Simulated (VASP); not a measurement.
Input of a VASP 6.6.1 run:

Contents of INCAR:

```
SYSTEM = InSe
  PREC = Accurate
  ENCUT = 520
  EDIFF = 1E-6
  ISMEAR = 0
  SIGMA = 0.01
  LREAL = .FALSE.
  LASPH = .TRUE.
  NELM = 60
  ALGO = Normal
  ISIF = 2
  LWAVE = .FALSE.
  LCHARG = .FALSE.
  GGA = PS
  NBANDS = 27
```

Contents of KPOINTS:

```
regular mesh
0
G
  6 6 6
  0 0 0
```

POSCAR

```
InSe
1.0
    2.0487996145      1.1828754818      8.6459343733
   -2.0487996145      1.1828754818      8.6459343733
    0.0000000000     -2.3657499393      8.6459343733
In Se
2 2
Direct
    0.0000000000      0.0000000000      0.0000000000
    0.1114000000      0.1114000000      0.1114000000
    0.6165000000      0.6165000000      0.6165000000
    0.8281000000      0.8281000000      0.8281000000
```

Potentials or basis: VASP PAW PBE potentials, release 64 (In_d, Se).

The run is started by

```console
$ cat potpaw_PBE.64/In_d/POTCAR potpaw_PBE.64/Se/POTCAR > POTCAR
$ mpirun -np 1 vasp_std > vasp.out
```

(1) Estimate the largest force.

(2) Estimate the pressure.

(3) Predict the band gap on the k mesh.

Answers

(1) 0.410 eV/Å.

(2) -2.9 GPa.

(3) 0.17 eV, direct.

Caveat: the PAW data sets were made with another functional, which shifts forces and pressure a little; spin-orbit coupling is left out, which moves the levels of the heavy elements.

**What was measured.**

From “The Interaction of Hydrogen with the van der Waals Crystal γ-InSe”, 2020, pmc:7321205, for a bulk crystal of InSe at 300 K: band gap 1.25 eV.

Against the measured gap of InSe, 1.25 eV (300 K; “The Interaction of Hydrogen with the van der Waals Crystal γ-InSe”, 2020, pmc:7321205), the calculated 0.17 eV is off by -1.08 eV. So large a miss can be the level of theory's own, or it may mean another phase, state or a wrong row. Spin-orbit coupling on In, Se is left out. The value is that of PBEsol on a finite k mesh, which can miss the band edges, without temperature or zero-point motion. Semilocal functionals fall short of measured gaps as a rule.
